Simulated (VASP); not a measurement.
**MoN2: single point with PBEsol**

Crystal: MoN2.

```xyz
6
Lattice="4.2866 0.0000 0.0000 0.0000 4.2866 0.0000 0.0000 0.0000 2.7284" Properties=species:S:1:pos:R:3 pbc="T T T"
Mo    2.1433    2.1433    0.0000
Mo    0.0000    0.0000    0.0000
N     3.8035    1.6602    0.8642
N     0.4831    2.6264    0.8642
N     1.6602    0.4831    0.8642
N     2.6264    3.8035    0.8642
```

This cell differs from its parent crystal: all N atoms moved -0.500 Å, as atom 3 along Cartesian [0 0 1].

```
Program             : VASP 6.6.1
Task                : single point
Functional          : PBEsol
Potentials or basis : VASP PAW PBE potentials, release 64 (Mo_sv, N)
Cutoff              : 520 eV
k mesh              : 12 × 12 × 18
Occupations         : gaussian, width 0.15 eV
Spin                : no spin polarisation
```

* Pressure: 44.7 GPa
* Largest force: 5.493 eV/Å
* Band gap on the k mesh: zero (bands 24 and 25 overlap by 2.81 eV)

Forces in eV/Å, atoms in the order of the input:
```
Mo   0.000  0.000 -5.493
Mo   0.000  0.000 -5.493
N    1.107  1.107  2.747
N   -1.107 -1.107  2.747
N    1.107 -1.107  2.747
N   -1.107  1.107  2.747
```

Stress tensor (GPa, compression positive):
```
50.19  0.00  0.00
 0.00 50.19  0.00
 0.00  0.00 33.63
```

Levels at points of the mesh, in eV from the Fermi level:
| k point | band 20 | band 21 | band 22 | band 23 | band 24 | band 25 | band 26 | band 27 | band 28 | band 29 |
| --- | --- | --- | --- | --- | --- | --- | --- | --- | --- | --- |
| (0.00, 0.00, 0.00) | -4.31 | -1.72 | -1.72 | -0.99 | -0.89 | -0.72 | 1.40 | 1.40 | 1.64 | 2.36 |
| (0.50, 0.00, 0.00) | -4.11 | -2.63 | -2.63 | -1.08 | -1.08 | -0.40 | -0.40 | 2.21 | 2.21 | 2.55 |
| (0.50, 0.50, 0.00) | -5.18 | -2.82 | -2.82 | -0.25 | -0.25 | 0.16 | 0.16 | 1.18 | 1.18 | 3.60 |
| (0.00, 0.00, 0.50) | -3.07 | -3.07 | -2.74 | -1.57 | 1.96 | 2.30 | 2.30 | 2.93 | 2.93 | 3.03 |
| (0.50, 0.00, 0.50) | -4.57 | -3.01 | -3.01 | -1.53 | -1.53 | 2.62 | 2.62 | 3.57 | 3.57 | 4.32 |
| (0.50, 0.50, 0.50) | -5.56 | -5.41 | -5.41 | -0.37 | -0.37 | 2.33 | 2.33 | 2.53 | 2.53 | 5.49 |

It took 4.6 min on 1 thread of Intel Xeon 8259CL (shared host), peak memory 0.44 GiB.

Caveat: the cell differs from its parent crystal (all N atoms moved -0.500 Å, as atom 3 along Cartesian [0 0 1]); the cell stands under pressure; the PAW data sets were made with another functional, which shifts forces and pressure a little.
